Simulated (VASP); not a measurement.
# Zr (P6_3/mmc) in VASP: further runs

The runs below take Zr through relaxation of shape and atoms at fixed volume, with PBE.

All numbers are computed with VASP 6.6.1; they aren't measurements. Logs are shortened: lines on timing, memory, paths and dates and some standing lists are left out, and cuts for length are marked.

### 1 The cell of the first run

Symmetry: P6_3/mmc, No. 194, hexagonal system. Conventional cell: a = 2.842 Å, b = 2.842 Å, c = 4.548 Å, α = 90.00°, β = 90.00°, γ = 120.00°. Within 3.7 Å of Zr (site symmetry -6m2) lie 12 Zr at 2.80 to 2.84 Å.

### 2 Relaxation of shape and atoms at fixed volume, PBE

File INCAR:

```
ALGO = Normal
EDIFF = 1E-7
EDIFFG = -0.005
ENCUT = 600
GGA = PE
IBRION = 2
ISIF = 4
ISMEAR = -1
LASPH = True
LCHARG = False
LREAL = False
LWAVE = False
NELM = 100
NSW = 50
PREC = Accurate
SIGMA = 0.05
```

File KPOINTS:

```
k-points
0
Gamma
  15 15 8
```

File POSCAR:

```
Zr
1.0
    2.8416481730      0.0000000000      0.0000000000
   -1.4208240865      2.4609395064      0.0000000000
    0.0000000000      0.0000000000      4.5478743188
Zr
2
Direct
    0.3333333333      0.6666666667      0.2500000000
    0.6666666667      0.3333333333      0.7500000000
```

Potentials or basis: VASP PAW PBE potentials, release 64 (Zr_sv).

The run is started by

```
$ cat potpaw_PBE.64/Zr_sv/POTCAR > POTCAR
$ mpirun -np 1 vasp_std > vasp.out
```

OUTCAR:

```text
EDIFF = 1E-7
   EDIFFG = -0.005
   ENCUT = 600
   GGA = PE
   IBRION = 2
   ISIF = 4
   ISMEAR = -1
   LASPH = True
   LREAL = False
   NELM = 100
   NSW = 50
   PREC = Accurate

 ion  position               nearest neighbor table
   1  0.333  0.667  0.250-   2 2.80   2 2.80   2 2.80   2 2.80   2 2.80   2 2.80
   2  0.667  0.333  0.750-   1 2.80   1 2.80   1 2.80   1 2.80   1 2.80   1 2.80

  LATTYP: Found a hexagonal cell.
 ALAT       =     2.8416481730
 C/A-ratio  =     1.6004353959

  Lattice vectors:

 A1 = (   2.8416481730,   0.0000000000,   0.0000000000)
 A2 = (  -1.4208240865,   2.4609395064,   0.0000000000)
 A3 = (   0.0000000000,   0.0000000000,   4.5478743188)

Analysis of symmetry for initial positions (statically):
=====================================================================
 Subroutine PRICEL returns:
 Original cell was already a primitive cell.

 Routine SETGRP: Setting up the symmetry group for a
 hexagonal supercell.

 Subroutine GETGRP returns: Found 24 space group operations
 (whereof 12 operations were pure point group operations)
 out of a pool of 24 trial point group operations.

The static configuration has the point symmetry D_3d.
 The point group associated with its full space group is D_6h.

Analysis of symmetry for dynamics (positions and initial velocities):
=====================================================================
 Subroutine PRICEL returns:
 Original cell was already a primitive cell.

 Routine SETGRP: Setting up the symmetry group for a
 hexagonal supercell.

 Subroutine GETGRP returns: Found 24 space group operations
 (whereof 12 operations were pure point group operations)
 out of a pool of 24 trial point group operations.

The dynamic configuration has the point symmetry D_3d.
 The point group associated with its full space group is D_6h.

 Subroutine INISYM returns: Found 24 space group operations
 (whereof 12 operations are pure point group operations),
 and found     1 'primitive' translations

----------------------------------------------------------------------------------------

                                     Primitive cell

  volume of cell :      31.8039

  direct lattice vectors                    reciprocal lattice vectors
     2.841648173  0.000000000  0.000000000     0.351908449  0.203174438  0.000000000
    -1.420824086  2.460939506  0.000000000     0.000000000  0.406348875  0.000000000
     0.000000000  0.000000000  4.547874319     0.000000000  0.000000000  0.219882945

  length of vectors
     2.841648173  2.841648173  4.547874319     0.406348875  0.406348875  0.219882945

  position of ions in fractional coordinates (direct lattice)
     0.333333333  0.666666667  0.250000000
     0.666666667  0.333333333  0.750000000

  ion indices of the primitive-cell ions
   primitive index   ion index
                 1           1
                 2           2

----------------------------------------------------------------------------------------

 KPOINTS: k-points

Automatic generation of k-mesh.
 Grid dimensions read from file:
 generate k-points for:   15   15    8

 Generating k-lattice:

  Cartesian coordinates                     Fractional coordinates (reciprocal lattice)
     0.023460563  0.013544963  0.000000000     0.066666667  0.000000000  0.000000000
     0.000000000  0.027089925  0.000000000     0.000000000  0.066666667  0.000000000
     0.000000000  0.000000000  0.027485368     0.000000000  0.000000000  0.125000000

  Length of vectors
     0.027089925  0.027089925  0.027485368

  Shift w.r.t. Gamma in fractional coordinates (k-lattice)
     0.000000000  0.000000000  0.000000000

 Subroutine IBZKPT returns following result:
 ===========================================

 Found    135 irreducible k-points:

 Following reciprocal coordinates:
            Coordinates               Weight
  0.000000  0.000000  0.000000      1.000000
  0.066667 -0.000000  0.000000      6.000000
  0.133333 -0.000000  0.000000      6.000000
  0.200000 -0.000000  0.000000      6.000000
  0.266667 -0.000000  0.000000      6.000000
  0.333333 -0.000000  0.000000      6.000000
[... 16 lines left out ...]
  0.333333  0.200000  0.000000     12.000000
  0.400000  0.200000  0.000000      6.000000
 [... further k-points ...]
   k-points           NKPTS =    135   k-points in BZ     NKDIM =    135   number of bands    NBANDS=     16
   number of dos      NEDOS =    301   number of ions     NIONS =      2
   total plane-waves  NPLWV =  20736
   dimension x,y,z NGX =    24 NGY =   24 NGZ =   36
   dimension x,y,z NGXF=    48 NGYF=   48 NGZF=   72
   ions per type =               2
   NGX,Y,Z   is equivalent  to a cutoff of  14.04, 14.04, 13.16 a.u.
   NGXF,Y,Z  is equivalent  to a cutoff of  28.08, 28.08, 26.32 a.u.
 SYSTEM =  unknown system
   PREC   = accura    normal or accurate (medium, high low for compatibility)
   ISTART =      0    job   : 0-new  1-cont  2-samecut
   ICHARG =      2    charge: 1-file 2-atom 10-const
   ISPIN  =      1    spin polarized calculation?
   LNONCOLLINEAR =      F non collinear calculations
   LSORBIT =      F    spin-orbit coupling
   LASPH  =      T    aspherical Exc in radial PAW
   ENCUT  =  600.0 eV  44.10 Ry    6.64 a.u.   5.68  5.68  9.08*2*pi/ulx,y,z
   NELM   =    100;   NELMIN=  2; NELMDL= -5     # of ELM steps
   EDIFF  = 0.1E-06   stopping-criterion for ELM
   LREAL  =      F    real-space projection
   EDIFFG = -.5E-02   stopping-criterion for IOM
   NSW    =     50    number of steps for IOM
   IBRION =      2    ionic relax: 0-MD 1-quasi-New 2-CG
   NFREE  =      1    steps in history (QN), initial steepest desc. (CG)
   ISIF   =      4    stress and relaxation
   ISYM   =      2    0-nonsym 1-usesym 2-fastsym
   POTIM  = 0.5000    time-step for ionic-motion
   TEBEG  =    0.0;   TEEND  =   0.0 temperature during run
   PSTRESS=    0.0 pullay stress
   NELECT =      24.0000    total number of electrons
   NUPDOWN=      -1.0000    fix difference up-down
   EMIN   =  10.00;   EMAX   =-10.00  energy-range for DOS
   EFERMI =   0.00;   METHOD = LEGACY
   ISMEAR =    -1;   SIGMA  =   0.05  broadening in eV -4-tet -1-fermi 0-gaus
   EFERMI_NEDOS =   21; number of points for ismear=-14 and -15
   IALGO  =     38    algorithm
   IMIX   =      4    mixing-type and parameters
     AMIX     =   0.40;   BMIX     =  1.00
     AMIX_MAG =   1.60;   BMIX_MAG =  1.00
  volume/ion in A,a.u.               =      15.90       107.31
  Fermi-wavevector in a.u.,A,eV,Ry     =   1.490454  2.816550 30.224719  2.221454
  Thomas-Fermi vector in A             =   2.603234
   LORBIT       =      0    0 simple, 1 ext, 2 COOP (PROOUT), +10 PAW based schemes
   GGA     = PE    functional components
   LHFCALC =     F    Hartree Fock is set to
   AEXX    =    0.0000 exact exchange contribution
   IVDW    =     0    specifies the selected vdW correction
   LEPSILON=     F    determine dielectric tensor
   LRPA    =     F    only Hartree local field effects (RPA)
 conjugate gradient relaxation of ions
 non-spin polarized calculation
  energy-cutoff  :      600.00
  volume of cell :       31.80
 maximum number of plane-waves:      1092
 NGX is ok and might be reduce to    24
   NGX = 11   NGY = 11   NGZ = 19

--------------------------------------- Ionic step        1  -------------------------------------------

 number of electron      24.0000000 magnetization

 Free energy of the ion-electron system (eV)
  ---------------------------------------------------
  ext. energy  EPLUGINS =         0.00000000
  ---------------------------------------------------
  free energy    TOTEN  =       -14.66776531 eV

  energy without entropy =      -14.65496447  energy(sigma->0) =      -14.66136489

------------------------ aborting loop because EDIFF is reached ----------------------------------------

  FORCE on cell =-STRESS in cart. coord.  units (eV):
  Direction    XX          YY          ZZ          XY          YZ          ZX
  --------------------------------------------------------------------------------------
  -------------------------------------------------------------------------------------
  Total       12.4348873     12.4348873     14.9042071      0.0000000      0.0000000      0.0000000
  in kB      626.4302717    626.4302717    750.8267901      0.0000000      0.0000000      0.0000000
  external PRESSURE =     667.8957778 kB  Pullay stress =       0.0000000 kB
[... 93 lines left out ...]
  energy  without entropy=      -14.7337029041  energy(sigma->0) =      -14.73905452

--------------------------------------- Ionic step        4  -------------------------------------------

 number of electron      24.0000000 magnetization

 Free energy of the ion-electron system (eV)
  ---------------------------------------------------
  ext. energy  EPLUGINS =         0.00000000
  ---------------------------------------------------
  free energy    TOTEN  =       -14.74444053 eV

  energy without entropy =      -14.73377403  energy(sigma->0) =      -14.73910728

 E-fermi :  13.7978     XC(G=0): -12.9404

 val. band max:       13.7971139467   @ k =   0.3333   0.2667   0.0000
 cond. band min:      13.8026188647   @ k =   0.1333   0.0667   0.2500
 fundamental gap:      0.0055049180
 Fermi energy:        13.7978164882

 k-point     1 :       0.0000    0.0000    0.0000
  band No.  band energies     occupation
      1     -34.6315      2.00000
      2     -34.1647      2.00000
      3     -13.8531      2.00000
      4     -11.2916      2.00000
      5     -11.1751      2.00000
      6     -11.1751      2.00000
[... 8 lines left out ...]
     15      15.7321      0.00000
     16      16.4139      0.00000
[... 420 lines left out ...]
  band No.  band energies     occupation
      1     -33.8717      2.00000
      2     -33.7760      2.00000
      3     -13.6796      2.00000
      4     -13.3167      2.00000
      5     -12.5394      2.00000
      6     -12.3556      2.00000
[... 8 lines left out ...]
     15      15.9705      0.00000
     16      19.6313      0.00000

 [... further k-points ...]

------------------------ aborting loop because EDIFF is reached ----------------------------------------

  FORCE on cell =-STRESS in cart. coord.  units (eV):
  Direction    XX          YY          ZZ          XY          YZ          ZX
  --------------------------------------------------------------------------------------
  -------------------------------------------------------------------------------------
  Total       12.6373528     12.6373528     12.6281451      0.0000000      0.0000000      0.0000000
  in kB      636.6298448    636.6298448    636.1659900      0.0000000      0.0000000      0.0000000
  external PRESSURE =     636.4752265 kB  Pullay stress =       0.0000000 kB
[... 17 lines left out ...]
  FREE ENERGIE OF THE ION-ELECTRON SYSTEM (eV)
  ---------------------------------------------------
  free  energy   TOTEN  =       -14.7444405346 eV

  energy  without entropy=      -14.7337740348  energy(sigma->0) =      -14.73910728

 reached required accuracy - stopping structural energy minimisation
```

It took 4 min on 1 thread of Intel Xeon 8259CL, shared host; peak memory 0.21 GiB.

What came out:

```
Free energy               : -14.7444 eV
Energy gained by relaxing : 38.3 meV/atom
Ionic steps               : 4
Pressure after relaxing   : 63.6 GPa
Band gap on the k mesh    : zero (bands 12 and 13 overlap by 1.47 eV)
```

The path:
| step | energy change (eV) | largest force (eV/Å) | pressure (GPa) | volume (Å³) |
| --- | --- | --- | --- | --- |
| 1 | 0.0000 | 0.0000 | 66.79 | 31.80 |
| 2 | -0.0645 | 0.0000 | 64.73 | 31.80 |
| 3 | -0.0766 | 0.0000 | 63.70 | 31.80 |
| 4 | -0.0767 | 0.0000 | 63.65 | 31.80 |

Final structure:
```
Zr
1.0
     2.75124    0.00000    0.00000
    -1.37562    2.38264    0.00000
     0.00000    0.00000    4.85170
Zr
2
Direct
  0.33333 0.66667 0.25000
  0.66667 0.33333 0.75000
```

### 3 Relaxation of shape and atoms at fixed volume, PBE

This run uses another cell than the first one, of 17.77 Å³/atom.

File INCAR:

```
ALGO = Normal
EDIFF = 1E-7
EDIFFG = -0.005
ENCUT = 600
GGA = PE
IBRION = 2
ISIF = 4
ISMEAR = -1
LASPH = T
LCHARG = F
LREAL = F
LWAVE = F
NELM = 80
NSW = 50
PREC = Accurate
SIGMA = 0.05
```

KPOINTS is that of step 2.

File POSCAR:

```
Zr
1.0
    2.9489802663      0.0000000000      0.0000000000
   -1.4744901332      2.5538918258      0.0000000000
    0.0000000000      0.0000000000      4.7196524000
Zr
2
Direct
    0.3333333333      0.6666666667      0.2500000000
    0.6666666667      0.3333333333      0.7500000000
```

Potentials or basis: VASP PAW PBE potentials, release 64 (Zr_sv).

The run is started by

```
$ cat potpaw_PBE.64/Zr_sv/POTCAR > POTCAR
$ mpirun -np 1 vasp_std > vasp.out
```

Run time: 3.6 min. Hardware: 1 thread of Intel Xeon 8259CL, shared host; peak memory 0.22 GiB.

It converged, with:

* Free energy: -15.9189 eV
* Energy gained by relaxing: 12.1 meV/atom
* Ionic steps: 3
* Pressure after relaxing: 38.7 GPa
* Band gap on the k mesh: zero (bands 12 and 13 overlap by 1.39 eV)

The path:
| step | energy change (eV) | largest force (eV/Å) | pressure (GPa) | volume (Å³) |
| --- | --- | --- | --- | --- |
| 1 | 0.0000 | 0.0000 | 39.74 | 35.55 |
| 2 | -0.0216 | 0.0000 | 39.11 | 35.55 |
| 3 | -0.0243 | 0.0000 | 38.71 | 35.55 |

Final structure:
```cif
data_structure
_symmetry_space_group_name_H-M 'P 1'
_symmetry_Int_Tables_number 1
_cell_length_a 2.8980
_cell_length_b 2.8980
_cell_length_c 4.8873
_cell_angle_alpha 90.000
_cell_angle_beta 90.000
_cell_angle_gamma 120.000
_cell_volume 35.55
loop_
_atom_site_label
_atom_site_type_symbol
_atom_site_fract_x
_atom_site_fract_y
_atom_site_fract_z
_atom_site_occupancy
Zr1 Zr 0.33333 0.66667 0.25000 1
Zr2 Zr 0.66667 0.33333 0.75000 1
```

Levels at points of the mesh, in eV from the Fermi level:
| k point | band 9 | band 10 | band 11 | band 12 | band 13 | band 14 | band 15 | band 16 |
| --- | --- | --- | --- | --- | --- | --- | --- | --- |
| (0.00, 0.00, 0.00) | -5.85 | -3.68 | 0.46 | 1.00 | 1.00 | 1.82 | 1.82 | 2.12 |
| (0.00, 0.00, 0.50) | -3.95 | -3.95 | -0.19 | -0.19 | 1.00 | 1.00 | 1.00 | 1.00 |

### 4 Relaxation of shape and atoms at fixed volume, PBE

This run uses another cell than the first one, of 19.64 Å³/atom.

File INCAR:

```
SYSTEM = Zr
PREC = Accurate
ENCUT = 600
EDIFF = 1E-6
ISMEAR = -1
SIGMA = 0.05
LREAL = .FALSE.
LASPH = .TRUE.
NELM = 80
ALGO = Normal
ISIF = 4
LWAVE = .FALSE.
LCHARG = .FALSE.
GGA = PE
IBRION = 2
NSW = 50
EDIFFG = -0.005
```

File KPOINTS:

```
Automatic mesh
0
G
  15 15 8
  0 0 0
```

File POSCAR:

```
Zr
1.0
    3.0490211083      0.0000000000      0.0000000000
   -1.5245105542      2.6405297364      0.0000000000
    0.0000000000      0.0000000000      4.8797613046
Zr
2
Direct
    0.3333333333      0.6666666667      0.2500000000
    0.6666666667      0.3333333333      0.7500000000
```

The run is started by

```
$ cat potpaw_PBE.64/Zr_sv/POTCAR > POTCAR
$ mpirun -np 1 vasp_std > vasp.out
```

It took 2.4 min on 1 thread of Intel Xeon 8259CL, shared host; peak memory 0.22 GiB.

It converged, with:

```yaml
Free_energy: -16.6060 eV
Energy_gained_by_relaxing: 3.8 meV/atom
Ionic_steps: 3
Pressure_after_relaxing: 21.1 GPa
Band_gap_on_the_k_mesh: zero (bands 12 and 13 overlap by 1.46 eV)
```

The path:
| step | energy change (eV) | largest force (eV/Å) | pressure (GPa) | volume (Å³) |
| --- | --- | --- | --- | --- |
| 1 | 0.0000 | 0.0000 | 21.58 | 39.29 |
| 2 | -0.0065 | 0.0000 | 21.27 | 39.29 |
| 3 | -0.0076 | 0.0000 | 21.07 | 39.29 |

Final structure:
```xyz
2
Lattice="3.0186 0.0000 0.0000 -1.5093 2.6142 0.0000 0.0000 0.0000 4.9785" Properties=species:S:1:pos:R:3 pbc="T T T"
Zr    0.0000    1.7428    1.2446
Zr    1.5093    0.8714    3.7339
```

Levels at points of the mesh, in eV from the Fermi level:
| k point | band 9 | band 10 | band 11 | band 12 | band 13 | band 14 | band 15 | band 16 |
| --- | --- | --- | --- | --- | --- | --- | --- | --- |
| (0.00, 0.00, 0.00) | -5.87 | -3.49 | 0.71 | 0.93 | 0.93 | 1.67 | 1.71 | 1.71 |
| (0.00, 0.00, 0.50) | -4.03 | -4.03 | -0.13 | -0.13 | 0.89 | 0.89 | 0.89 | 0.89 |

### 5 Overview

```tsv
cell	gap on the mesh (eV)	pressure (GPa)
relaxed from a = 2.842, b = 2.842, c = 4.548 Å, angles 90.0, 90.0, 120.0°, 2 atoms	none	63.6
relaxed from a = 2.949, b = 2.949, c = 4.720 Å, angles 90.0, 90.0, 120.0°, 2 atoms	none	38.7
relaxed from a = 3.049, b = 3.049, c = 4.880 Å, angles 90.0, 90.0, 120.0°, 2 atoms	none	21.1
```

Alike in all rows: task relaxation of shape and atoms at fixed volume; level PBE; potentials or basis VASP PAW PBE potentials, release 64 (Zr_sv); no spin polarisation; k mesh 15 × 15 × 8; cutoff (eV) 600; smearing fermi-dirac 0.05 eV.

Absolute energies hang on the potentials; compare differences alone.
